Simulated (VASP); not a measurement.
# LiRu2 (P6/mmm) in VASP: notebook

The runs below take LiRu2 through relaxation of cell and atoms, single point, with PBE.

Everything below comes from runs of VASP 6.6.1. Logs are shortened: lines on timing, memory, paths and dates and some standing lists are left out, and cuts for length are marked.

## (1) The cell of the first run

Symmetry: P6/mmm, No. 191, hexagonal system. Conventional cell: a = 3.367 Å, b = 3.367 Å, c = 3.635 Å, α = 90.00°, β = 90.00°, γ = 120.00°. Within 3.7 Å of Li (site symmetry 6/mmm) lie 12 Ru at 2.66 Å and 8 Li at 3.37 to 3.64 Å. Within 2.7 Å of Ru (site symmetry -6m2) lie 3 Ru at 1.94 Å and 6 Li at 2.66 Å.

## (2) Relaxation of cell and atoms, PBE

File INCAR:

```
SYSTEM = LiRu2
PREC = Accurate ; ENCUT = 600
EDIFF = 1E-6 ; ISMEAR = 0
SIGMA = 0.1 ; LREAL = .FALSE.
LASPH = .TRUE. ; NELM = 80
ALGO = Fast ; ISIF = 3
LWAVE = .FALSE. ; LCHARG = .FALSE.
GGA = PE ; IBRION = 2
NSW = 90 ; EDIFFG = -0.04
```

File KPOINTS:

```
Automatic mesh
0
G
  6 6 6
  0 0 0
```

File POSCAR:

```
LiRu2
1.0
    3.3666376314      0.0000000000      0.0000000000
   -1.6833188157      2.9155937141      0.0000000000
    0.0000000000      0.0000000000      3.6350738545
Li Ru
1 2
Direct
    0.0000000000      0.0000000000      0.0000000000
    0.3333333333      0.6666666667      0.5000000000
    0.6666666667      0.3333333333      0.5000000000
```

Potentials or basis: VASP PAW PBE potentials, release 64 (Li_sv, Ru_pv).

Started as:

```
cat potpaw_PBE.64/Li_sv/POTCAR potpaw_PBE.64/Ru_pv/POTCAR > POTCAR
mpirun -np 1 vasp_std > vasp.out
```

OUTCAR:

```text
SYSTEM = LiRu2
   PREC = Accurate
   ENCUT = 600
   EDIFF = 1E-6
   ISMEAR = 0
   LREAL = .FALSE.
   LASPH = .TRUE.
   NELM = 80
   ISIF = 3
   GGA = PE
   IBRION = 2
   NSW = 90
   EDIFFG = -0.04

 ion  position               nearest neighbor table
   1  0.000  0.000  0.000-   2 2.66   3 2.66   2 2.66   3 2.66   2 2.66   2 2.66   3 2.66   3 2.66
                             3 2.66   3 2.66   2 2.66   2 2.66
   2  0.333  0.667  0.500-   3 1.94   3 1.94   3 1.94   1 2.66   1 2.66   1 2.66   1 2.66   1 2.66
                             1 2.66
   3  0.667  0.333  0.500-   2 1.94   2 1.94   2 1.94   1 2.66   1 2.66   1 2.66   1 2.66   1 2.66
                             1 2.66

  LATTYP: Found a hexagonal cell.
 ALAT       =     3.3666376314
 C/A-ratio  =     1.0797342193

  Lattice vectors:

 A1 = (   3.3666376314,   0.0000000000,   0.0000000000)
 A2 = (  -1.6833188157,   2.9155937141,   0.0000000000)
 A3 = (   0.0000000000,   0.0000000000,   3.6350738545)

Analysis of symmetry for initial positions (statically):
=====================================================================
 Subroutine PRICEL returns:
 Original cell was already a primitive cell.

 Routine SETGRP: Setting up the symmetry group for a
 hexagonal supercell.

 Subroutine GETGRP returns: Found 24 space group operations
 (whereof 24 operations were pure point group operations)
 out of a pool of 24 trial point group operations.

The static configuration has the point symmetry D_6h.

Analysis of symmetry for dynamics (positions and initial velocities):
=====================================================================
 Subroutine PRICEL returns:
 Original cell was already a primitive cell.

 Routine SETGRP: Setting up the symmetry group for a
 hexagonal supercell.

 Subroutine GETGRP returns: Found 24 space group operations
 (whereof 24 operations were pure point group operations)
 out of a pool of 24 trial point group operations.

The dynamic configuration has the point symmetry D_6h.

 Subroutine INISYM returns: Found 24 space group operations
 (whereof 24 operations are pure point group operations),
 and found     1 'primitive' translations

----------------------------------------------------------------------------------------

                                     Primitive cell

  volume of cell :      35.6810
[... 122 lines left out ...]
 conjugate gradient relaxation of ions
 non-spin polarized calculation
 RMM-DIIS sequential band-by-band and
 Gauss-broadening in eV      SIGMA  =   0.10
  energy-cutoff  :      600.00
  volume of cell :       35.68
 maximum number of plane-waves:      1209
 NGX is ok and might be reduce to    28
   NGX = 13   NGY = 13   NGZ = 15

--------------------------------------- Ionic step        1  -------------------------------------------

 number of electron      30.9999997 magnetization

 Free energy of the ion-electron system (eV)
  ---------------------------------------------------
  ext. energy  EPLUGINS =         0.00000000
  ---------------------------------------------------
  free energy    TOTEN  =       -10.08433897 eV

  energy without entropy =      -10.07627796  energy(sigma->0) =      -10.08030847

------------------------ aborting loop because EDIFF is reached ----------------------------------------

  FORCE on cell =-STRESS in cart. coord.  units (eV):
  Direction    XX          YY          ZZ          XY          YZ          ZX
  --------------------------------------------------------------------------------------
  -------------------------------------------------------------------------------------
  Total       50.5709606     50.5709606      6.3756949      0.0000000     -0.0000000      0.0000000
  in kB     2270.7805604   2270.7805603    286.2869115      0.0000000     -0.0000000      0.0000000
  external PRESSURE =    1609.2826774 kB  Pullay stress =       0.0000000 kB
[... 560 lines left out ...]
     18       1.0130      0.00000
     19       4.2631      0.00000

 [... further k-points ...]

------------------------ aborting loop EDIFF was not reached (unconverged)  ----------------------------

  FORCE on cell =-STRESS in cart. coord.  units (eV):
  Direction    XX          YY          ZZ          XY          YZ          ZX
  --------------------------------------------------------------------------------------
  -------------------------------------------------------------------------------------
  Total      -28.1616243    -28.1616243     -8.1184747      0.0000000      0.0000000     -0.0000000
  in kB     -348.8500023   -348.8500023   -100.5669942      0.0000000      0.0000000     -0.0000000
  external PRESSURE =    -266.0889996 kB  Pullay stress =       0.0000000 kB
[... 560 lines left out ...]
     18       4.6047      0.00000
     19       7.5810      0.00000

 [... further k-points ...]

------------------------ aborting loop EDIFF was not reached (unconverged)  ----------------------------

  FORCE on cell =-STRESS in cart. coord.  units (eV):
  Direction    XX          YY          ZZ          XY          YZ          ZX
  --------------------------------------------------------------------------------------
  -------------------------------------------------------------------------------------
  Total       -9.6339477     -9.6339477     -5.9178035      0.0000000     -0.0000000      0.0000000
  in kB     -236.4533414   -236.4533414   -145.2451751      0.0000000     -0.0000000      0.0000000
  external PRESSURE =    -206.0506193 kB  Pullay stress =       0.0000000 kB
[... 556 lines left out ...]
     18      15.7031      0.00000
     19      18.2706      0.00000

 [... further k-points ...]

[... ionic steps 4 to 21 ...]

--------------------------------------- Ionic step       22  -------------------------------------------

 number of electron      30.9999990 magnetization

------------------------ aborting loop because EDIFF is reached ----------------------------------------
[... 69 lines left out ...]
--------------------------------------- Ionic step       24  -------------------------------------------

 number of electron      30.9999989 magnetization

 Free energy of the ion-electron system (eV)
  ---------------------------------------------------
  ext. energy  EPLUGINS =         0.00000000
  ---------------------------------------------------
  free energy    TOTEN  =       -19.26113150 eV

  energy without entropy =      -19.24705268  energy(sigma->0) =      -19.25409209

 E-fermi :   8.7632     XC(G=0): -12.1355

 val. band max:        8.7626412648   @ k =   0.3333   0.1667   0.5000
 cond. band min:       8.7919947480   @ k =   0.1667   0.1667   0.3333
 fundamental gap:      0.0293534832
 Fermi energy:         8.7631979104
[... 558 lines left out ...]
  FREE ENERGIE OF THE ION-ELECTRON SYSTEM (eV)
  ---------------------------------------------------
  free  energy   TOTEN  =       -19.2611315030 eV

  energy  without entropy=      -19.2470526751  energy(sigma->0) =      -19.25409209

 reached required accuracy - stopping structural energy minimisation
```

Wall time 6.4 min (1 thread of Intel Xeon 6975P-C (Granite Rapids), shared host); peak memory 0.18 GiB.

What came out:

```
Free energy                           : -19.2611 eV
Relaxed volume                        : 13.73 Å³/atom
Relaxed cell                          : a = 4.299 Å, b = 4.299 Å, c = 2.573 Å, α = 90.00°, β = 90.00°, γ = 120.00°
Space group after relaxing (to 0.1 Å) : P6/mmm (No. 191)
Pressure after relaxing               : -0.2 GPa
Band gap on the k mesh                : zero (an odd number of electrons rules out a gap without spin polarisation)
```

Stress tensor (GPa, compression positive):
```
-0.11  0.00  0.00
 0.00 -0.11  0.00
 0.00  0.00 -0.27
```

Final structure:
```
CELL_PARAMETERS angstrom
4.29935 0.00000 0.00000
-2.14967 3.72334 0.00000
0.00000 0.00000 2.57339
ATOMIC_POSITIONS crystal
Li 0.00000 0.00000 0.00000
Ru 0.33333 0.66667 0.50000
Ru 0.66667 0.33333 0.50000
```

Caveat: the cutoff is under 1.25 times the usual one of these potentials, so pressure, stress and relaxed cells hold a basis-set (Pulay) error; the volume moved by over 15 % at a fixed basis, so the end points are rough.

## (3) Single point, PBE

This run uses another cell than the first one, of 13.86 Å³/atom.

File INCAR:

```
SYSTEM = LiRu2
ALGO = Fast ; EDIFF = 1E-6
ENCUT = 520 ; GGA = PE
ISIF = 2 ; ISMEAR = 0
LASPH = .True. ; LCHARG = .False.
LREAL = .False. ; LWAVE = .False.
NBANDS = 22 ; NELM = 100
PREC = Accurate ; SIGMA = 0.1
```

File KPOINTS:

```
k-points
0
Gamma
  12 12 18
  0 0 0
```

File POSCAR:

```
LiRu2
1.0
    4.3874054485      0.0000000000      0.0000000000
   -2.1937027243      3.7996045751      0.0000000000
    0.0000000000      0.0000000000      2.4950777449
Li Ru
1 2
Direct
    0.0000000000      0.0000000000      0.0000000000
    0.3333333333      0.6666666667      0.5000000000
    0.6666666667      0.3333333333      0.5000000000
```

Potentials or basis: VASP PAW PBE potentials, release 64 (Li_sv, Ru_pv).

Started as:

```
cat potpaw_PBE.64/Li_sv/POTCAR potpaw_PBE.64/Ru_pv/POTCAR > POTCAR
mpirun -np 1 vasp_std > vasp.out
```

It took 82 s on 1 thread of Intel Xeon 6975P-C (Granite Rapids), shared host; peak memory 0.27 GiB.

Results (log left out):

| Item | Value |
| --- | --- |
| Free energy | -19.3699 eV |
| Band gap on the k mesh | zero (an odd number of electrons rules out a gap without spin polarisation) |

Levels at points of the mesh, in eV from the Fermi level:
| k point | band 11 | band 12 | band 13 | band 14 | band 15 | band 16 | band 17 | band 18 | band 19 | band 20 |
| --- | --- | --- | --- | --- | --- | --- | --- | --- | --- | --- |
| (0.00, 0.00, 0.00) | -3.13 | -3.13 | -2.42 | -2.42 | -0.10 | -0.10 | 1.36 | 1.36 | 5.54 | 5.54 |
| (0.50, 0.00, 0.00) | -4.00 | -3.70 | -2.32 | -0.28 | 0.12 | 0.14 | 0.72 | 1.00 | 1.23 | 1.57 |
| (0.00, 0.00, 0.50) | -2.20 | -2.20 | -1.47 | -1.47 | -1.35 | -1.35 | 0.47 | 3.38 | 4.62 | 9.50 |
| (0.50, 0.00, 0.50) | -3.08 | -2.72 | -2.14 | -1.37 | -0.04 | 0.87 | 1.98 | 3.58 | 4.63 | 6.90 |

Caveat: the cutoff is under 1.25 times the usual one of these potentials, so pressure, stress and relaxed cells hold a basis-set (Pulay) error.

## (4) Relaxation of cell and atoms, PBE

This run uses another cell than the first one, of 13.85 Å³/atom.

File INCAR:

```
SYSTEM = LiRu2
ALGO = Fast
EDIFF = 1E-6
EDIFFG = -0.01
ENCUT = 600
GGA = PE
IBRION = 2
ISIF = 3
ISMEAR = 0
LASPH = .True.
LCHARG = .False.
LREAL = .False.
LWAVE = .False.
NELM = 100
NSW = 100
PREC = Accurate
SIGMA = 0.1
```

KPOINTS is that of step 3.

File POSCAR:

```
LiRu2
1.0
    4.3237826275      0.0000000000      0.0000000000
   -2.1618913138      3.7445055959      0.0000000000
    0.0000000000      0.0000000000      2.5660994756
Li Ru
1 2
Direct
    0.0000000000      0.0000000000      0.0000000000
    0.3333333333      0.6666666667      0.5000000000
    0.6666666667      0.3333333333      0.5000000000
```

Potentials or basis: VASP PAW PBE potentials, release 64 (Li_sv, Ru_pv).

Started as:

```
cat potpaw_PBE.64/Li_sv/POTCAR potpaw_PBE.64/Ru_pv/POTCAR > POTCAR
mpirun -np 1 vasp_std > vasp.out
```

OUTCAR:

```text
SYSTEM = LiRu2
   EDIFF = 1E-6
   EDIFFG = -0.01
   ENCUT = 600
   GGA = PE
   IBRION = 2
   ISIF = 3
   ISMEAR = 0
   LASPH = .True.
   LREAL = .False.
   NELM = 100
   NSW = 100
   PREC = Accurate

 ion  position               nearest neighbor table
   1  0.000  0.000  0.000-   2 2.81   3 2.81   2 2.81   3 2.81   3 2.81   3 2.81   2 2.81   2 2.81
                             3 2.81   3 2.81   2 2.81   2 2.81
   2  0.333  0.667  0.500-   3 2.50   3 2.50   3 2.50   1 2.81   1 2.81   1 2.81   1 2.81   1 2.81
                             1 2.81
   3  0.667  0.333  0.500-   2 2.50   2 2.50   2 2.50   1 2.81   1 2.81   1 2.81   1 2.81   1 2.81
                             1 2.81

  LATTYP: Found a hexagonal cell.
 ALAT       =     4.3237826275
 C/A-ratio  =     0.5934848480

  Lattice vectors:

 A1 = (   4.3237826275,   0.0000000000,   0.0000000000)
 A2 = (  -2.1618913138,   3.7445055959,   0.0000000000)
 A3 = (   0.0000000000,   0.0000000000,   2.5660994756)

Analysis of symmetry for initial positions (statically):
=====================================================================
 Subroutine PRICEL returns:
 Original cell was already a primitive cell.

 Routine SETGRP: Setting up the symmetry group for a
 hexagonal supercell.

 Subroutine GETGRP returns: Found 24 space group operations
 (whereof 24 operations were pure point group operations)
 out of a pool of 24 trial point group operations.

The static configuration has the point symmetry D_6h.

Analysis of symmetry for dynamics (positions and initial velocities):
=====================================================================
 Subroutine PRICEL returns:
 Original cell was already a primitive cell.

 Routine SETGRP: Setting up the symmetry group for a
 hexagonal supercell.

 Subroutine GETGRP returns: Found 24 space group operations
 (whereof 24 operations were pure point group operations)
 out of a pool of 24 trial point group operations.

[... 130 lines left out ...]
   IVDW    =     0    specifies the selected vdW correction
   LEPSILON=     F    determine dielectric tensor
   LRPA    =     F    only Hartree local field effects (RPA)
 conjugate gradient relaxation of ions
 non-spin polarized calculation
 RMM-DIIS sequential band-by-band and
 Gauss-broadening in eV      SIGMA  =   0.10
  energy-cutoff  :      600.00
  volume of cell :       41.55
 maximum number of plane-waves:      1420
 NGX is ok and might be reduce to    36
   NGX = 17   NGY = 17   NGZ = 11

--------------------------------------- Ionic step        1  -------------------------------------------

 number of electron      31.0000003 magnetization

 Free energy of the ion-electron system (eV)
  ---------------------------------------------------
  ext. energy  EPLUGINS =         0.00000000
  ---------------------------------------------------
  free energy    TOTEN  =       -19.35912688 eV

  energy without entropy =      -19.34105337  energy(sigma->0) =      -19.35009012

------------------------ aborting loop because EDIFF is reached ----------------------------------------

  FORCE on cell =-STRESS in cart. coord.  units (eV):
  Direction    XX          YY          ZZ          XY          YZ          ZX
  --------------------------------------------------------------------------------------
  -------------------------------------------------------------------------------------
  Total        0.2561512      0.2561512     -0.5678549     -0.0000000      0.0000000      0.0000000
  in kB        9.8781408      9.8781408    -21.8985903     -0.0000000      0.0000000      0.0000000
  external PRESSURE =      -0.7141029 kB  Pullay stress =       0.0000000 kB
[... 246 lines left out ...]
--------------------------------------- Ionic step        8  -------------------------------------------

 number of electron      30.9999999 magnetization

 Free energy of the ion-electron system (eV)
  ---------------------------------------------------
  ext. energy  EPLUGINS =         0.00000000
  ---------------------------------------------------
  free energy    TOTEN  =       -19.36986832 eV

  energy without entropy =      -19.35300159  energy(sigma->0) =      -19.36143496

 E-fermi :   8.6511     XC(G=0): -12.0782

 val. band max:        8.6467439283   @ k =   0.0833   0.0000   0.2222
 cond. band min:       8.6519440156   @ k =   0.1667   0.0833   0.2778
 fundamental gap:      0.0052000874
 Fermi energy:         8.6510556168

 k-point     1 :       0.0000    0.0000    0.0000
  band No.  band energies     occupation
      1     -36.4559      2.00000
      2     -34.3657      2.00000
      3     -34.3657      2.00000
      4     -33.7330      2.00000
      5     -33.7330      2.00000
      6     -33.6194      2.00000
[... 505 lines left out ...]
      6     -33.6278      2.00000
[... 11 lines left out ...]
     18      10.0704      0.00000
     19      10.6929      0.00000

 [... further k-points ...]

------------------------ aborting loop because EDIFF is reached ----------------------------------------

  FORCE on cell =-STRESS in cart. coord.  units (eV):
  Direction    XX          YY          ZZ          XY          YZ          ZX
  --------------------------------------------------------------------------------------
  -------------------------------------------------------------------------------------
  Total       -0.0023326     -0.0023326      0.0278010      0.0000000     -0.0000000      0.0000000
  in kB       -0.0898985     -0.0898985      1.0714416      0.0000000     -0.0000000      0.0000000
  external PRESSURE =       0.2972149 kB  Pullay stress =       0.0000000 kB
[... 18 lines left out ...]
  FREE ENERGIE OF THE ION-ELECTRON SYSTEM (eV)
  ---------------------------------------------------
  free  energy   TOTEN  =       -19.3698683198 eV

  energy  without entropy=      -19.3530015907  energy(sigma->0) =      -19.36143496

 reached required accuracy - stopping structural energy minimisation
```

CONTCAR:

```text
LiRu2
   1.00000000000000
     4.3872201652912581   -0.0000000000008504    0.0000000000000000
    -2.1936100826970999    3.7994441151830958   -0.0000000000000000
    -0.0000000000000000    0.0000000000000000    2.4939792550334339
  Li              Ru
     1     2
Direct
     0.0000000000000000    0.0000000000000000    0.0000000000000000
     0.3333333332999970    0.6666666667000030    0.5000000000000000
     0.6666666667000030    0.3333333332999970    0.5000000000000000

  0.00000000E+00  0.00000000E+00  0.00000000E+00
  0.00000000E+00  0.00000000E+00  0.00000000E+00
  0.00000000E+00  0.00000000E+00  0.00000000E+00
```

Run time: 7.1 min. Hardware: 1 thread of Intel Xeon 6975P-C (Granite Rapids), shared host; peak memory 0.31 GiB.

What came out:

```yaml
Free_energy: -19.3699 eV
Relaxed_volume: 13.86 Å³/atom
Relaxed_cell: a = 4.387 Å, b = 4.387 Å, c = 2.494 Å, α = 90.00°, β = 90.00°, γ = 120.00°
Space_group_after_relaxing_to_0.1_Å: P6/mmm (No. 191)
Energy_gained_by_relaxing: 3.6 meV/atom
Ionic_steps: 8
Pressure_after_relaxing: 0.0 GPa
Band_gap_on_the_k_mesh: zero (an odd number of electrons rules out a gap without spin polarisation)
```

Step by step:
| step | energy change (eV) | largest force (eV/Å) | pressure (GPa) | volume (Å³) |
| --- | --- | --- | --- | --- |
| 1 | 0.0000 | 0.0000 | -0.07 | 41.55 |
| 2 | -0.0055 | 0.0000 | 0.09 | 41.51 |
| 3 | -0.0095 | 0.0000 | 0.40 | 41.45 |
| 4 | -0.0027 | 0.0000 | 1.57 | 41.31 |
| 5 | -0.0103 | 0.0000 | 0.58 | 41.42 |
| 6 | -0.0104 | 0.0000 | 0.70 | 41.41 |
| 7 | -0.0093 | 0.0000 | -1.27 | 41.91 |
| 8 | -0.0107 | 0.0000 | 0.03 | 41.57 |

Final structure:
```
Li Ru
1.0
     4.38722    0.00000    0.00000
    -2.19361    3.79944    0.00000
     0.00000    0.00000    2.49398
Li Ru
1 2
Direct
  0.00000 0.00000 0.00000
  0.33333 0.66667 0.50000
  0.66667 0.33333 0.50000
```

Levels at points of the mesh, in eV from the Fermi level:
```
           k point  band 13  band 14  band 15  band 16  band 17  band 18
(0.00, 0.00, 0.00)    -2.42    -2.42    -0.10    -0.10     1.36     1.36
(0.50, 0.00, 0.00)    -2.32    -0.28     0.12     0.14     0.72     1.01
(0.00, 0.00, 0.50)    -1.47    -1.47    -1.35    -1.35     0.47     3.39
(0.50, 0.00, 0.50)    -2.14    -1.38    -0.04     0.87     1.98     3.58
```

Caveat: the cutoff is under 1.25 times the usual one of these potentials, so pressure, stress and relaxed cells hold a basis-set (Pulay) error.

## (5) The runs side by side

```csv
task,cell,k mesh,cutoff (eV),gap on the mesh (eV),pressure (GPa),relaxed volume (Å³/atom)
relaxation of cell and atoms,"relaxed from a = 3.367, b = 3.367, c = 3.635 Å, angles 90.0, 90.0, 120.0°, 3 atoms",6 × 6 × 6,600,none,-0.2,13.73
single point,"a = 4.387, b = 4.387, c = 2.495 Å, angles 90.0, 90.0, 120.0°, 3 atoms",12 × 12 × 18,520,none,-,-
relaxation of cell and atoms,"relaxed from a = 4.324, b = 4.324, c = 2.566 Å, angles 90.0, 90.0, 120.0°, 3 atoms",12 × 12 × 18,600,none,0.0,13.86
```

Alike in all rows: level PBE; potentials or basis VASP PAW PBE potentials, release 64 (Li_sv, Ru_pv); no spin polarisation; smearing gaussian 0.1 eV.

Caveats: the cutoff is under 1.25 times the usual one of these potentials, so pressure, stress and relaxed cells hold a basis-set (Pulay) error; the volume moved by over 15 % at a fixed basis, so the end points are rough (at least some runs).

Total energies depend on the potentials used, so only differences within one code and one set of settings carry meaning.

The gap in the log of VASP goes by the Fermi energy; the results here count the filled bands.